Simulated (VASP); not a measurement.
# Os (P6_3/mmc) in VASP: a series of runs, part 2 of 2

VASP 6.6.1.

## (4) Single point, SVWN5

INCAR reads:

```
PREC = Accurate
ENCUT = 520
EDIFF = 1E-7
ISMEAR = -1
SIGMA = 0.05
LREAL = F
LASPH = T
NELM = 80
ALGO = Normal
ISIF = 2
LWAVE = F
LCHARG = F
GGA = VW
NBANDS = 15
```

KPOINTS reads:

```
Automatic mesh
0
Gamma
  11 11 6
```

POSCAR reads:

```
Os
1.0
    2.7877234178      0.0000000000      0.0000000000
   -1.3938617089      2.4142392985      0.0000000000
    0.0000000000      0.0000000000      4.4044215090
Os
2
Direct
    0.6666666667      0.3333333333      0.7500000000
    0.3333333333      0.6666666667      0.2500000000
```

Potentials or basis: VASP PAW PBE potentials, release 64 (Os).

The run is started by

```sh
cat potpaw_PBE.64/Os/POTCAR > POTCAR
mpirun -np 1 vasp_std > vasp.out
```

OUTCAR:

```text
PREC = Accurate
   ENCUT = 520
   EDIFF = 1E-7
   ISMEAR = -1
   LREAL = F
   LASPH = T
   NELM = 80
   ISIF = 2
   GGA = VW

 ion  position               nearest neighbor table
   1  0.667  0.333  0.750-   2 2.73   2 2.73   2 2.73   2 2.73   2 2.73   2 2.73
   2  0.333  0.667  0.250-   1 2.73   1 2.73   1 2.73   1 2.73   1 2.73   1 2.73

  LATTYP: Found a hexagonal cell.
 ALAT       =     2.7877234178
 C/A-ratio  =     1.5799348963

  Lattice vectors:

 A1 = (   2.7877234178,   0.0000000000,   0.0000000000)
 A2 = (  -1.3938617089,   2.4142392985,   0.0000000000)
 A3 = (   0.0000000000,   0.0000000000,   4.4044215090)

Analysis of symmetry for initial positions (statically):
=====================================================================
 Subroutine PRICEL returns:
 Original cell was already a primitive cell.

 Routine SETGRP: Setting up the symmetry group for a
 hexagonal supercell.

 Subroutine GETGRP returns: Found 24 space group operations
 (whereof 12 operations were pure point group operations)
 out of a pool of 24 trial point group operations.

The static configuration has the point symmetry D_3d.
[... 168 lines left out ...]
 Fermi energy:         8.2122216452

 k-point     1 :       0.0000    0.0000    0.0000
  band No.  band energies     occupation
      1      -2.1762      2.00000
      2       0.9944      2.00000
      3       5.4542      2.00000
      4       5.4542      2.00000
      5       5.6708      2.00000
      6       6.2183      2.00000
      7       6.2183      2.00000
      8       6.8139      2.00000
      9       6.8139      2.00000
     10       8.3443      0.13301
     11       9.8044      0.00000
     12       9.8044      0.00000
     13      16.5933      0.00000
     14      22.4596      0.00000
[... 401 lines left out ...]
      2       2.5138      2.00000
      3       3.8531      2.00000
      4       4.0689      2.00000
      5       5.2267      2.00000
      6       5.7900      2.00000
      7       6.3101      2.00000
      8       7.1936      2.00000
      9       7.7568      1.99978
     10       8.0934      1.82992
     11      10.1838      0.00000
     12      13.3683      0.00000
     13      18.1731      0.00000
     14      22.7146      0.00000
     15      23.8815      0.00000

 [... further k-points ...]
[... 5 lines left out ...]
  --------------------------------------------------------------------------------------
  -------------------------------------------------------------------------------------
  Total       -5.2750064     -5.2750064     -5.6473701     -0.0000000      0.0000000      0.0000000
  in kB     -285.1114777   -285.1114777   -305.2375509     -0.0000000      0.0000000      0.0000000
  external PRESSURE =    -291.8201688 kB  Pullay stress =       0.0000000 kB

 VOLUME and BASIS-vectors are now :
 -----------------------------------------------------------------------------
  energy-cutoff  :      520.00
  volume of cell :       29.64
      direct lattice vectors                 reciprocal lattice vectors
     2.787723418  0.000000000  0.000000000     0.358715644  0.207104573  0.000000000
    -1.393861709  2.414239299  0.000000000     0.000000000  0.414209147  0.000000000
     0.000000000  0.000000000  4.404421509     0.000000000  0.000000000  0.227044573

 POSITION                                       TOTAL-FORCE (eV/Angst)
 -----------------------------------------------------------------------------------
      1.39386      0.80475      3.30332         0.000000      0.000000      0.000000
     -0.00000      1.60949      1.10111        -0.000000     -0.000000      0.000000
 -----------------------------------------------------------------------------------
    total drift:                               -0.000000      0.000000     -0.000000

  FREE ENERGIE OF THE ION-ELECTRON SYSTEM (eV)
  ---------------------------------------------------
  free  energy   TOTEN  =       -25.2870099708 eV

  energy  without entropy=      -25.2724442245  energy(sigma->0) =      -25.27972710
```

stdout:

```text
POSCAR found type information on POSCAR Os
 POSCAR found :  1 types and       2 ions
 scaLAPACK will be used
 -----------------------------------------------------------------------------
|                                                                             |
|                                                                             |
|     You enforced a specific xc type in the INCAR file but a different       |
|     I HOPE YOU KNOW WHAT YOU ARE DOING!                                     |
|                                                                             |
 -----------------------------------------------------------------------------

 LDA part: xc-table for (Slater(with rela. corr.)+VWN5), standard interpolation
 POSCAR, INCAR and KPOINTS ok, starting setup
 FFT: planning ... GRIDC
 FFT: planning ... GRID_SOFT
 FFT: planning ... GRID
 WAVECAR not read
 entering main loop
```

Wall time 19 s (1 thread of Intel Xeon Platinum 8259CL at 2.50GHz (Skylake/Cascade Lake), shared host); peak memory 0.15 GiB.

Results:

```yaml
Free_energy: -25.2870 eV
Pressure: -29.2 GPa
Band_gap_on_the_k_mesh: zero (band 8 reaches 10.15 eV, above the bottom of band 9 at 6.61 eV)
```

Caveat: the PAW data sets were made with another functional, which shifts forces and pressure a little; spin-orbit coupling is left out, which moves the levels of the heavy elements.

## (5) Overview

| level | gap on the mesh (eV) | pressure (GPa) |
| --- | --- | --- |
| revPBE+D3(BJ) | none | -24.0 |
| BLYP+D4 | none | -8.9 |
| SVWN5 | none | -29.2 |

Alike in all rows: task single point; potentials or basis VASP PAW PBE potentials, release 64 (Os); no spin polarisation; cell as given; k mesh 11 × 11 × 6; cutoff (eV) 520; smearing fermi-dirac 0.05 eV.

Every run on the cell as given and a fine mesh finds a metal. The pressure there spans -29.2 GPa (SVWN5) to -8.9 GPa (BLYP+D4); a positive pressure means that this level wants a larger cell, a negative one a smaller.

Caveats: the PAW data sets were made with another functional, which shifts forces and pressure a little; spin-orbit coupling is left out, which moves the levels of the heavy elements; pairwise dispersion overbinds metals, which lowers pressure and volume (some runs).

Total energies depend on the potentials used, so only differences within one code and one set of settings carry meaning.
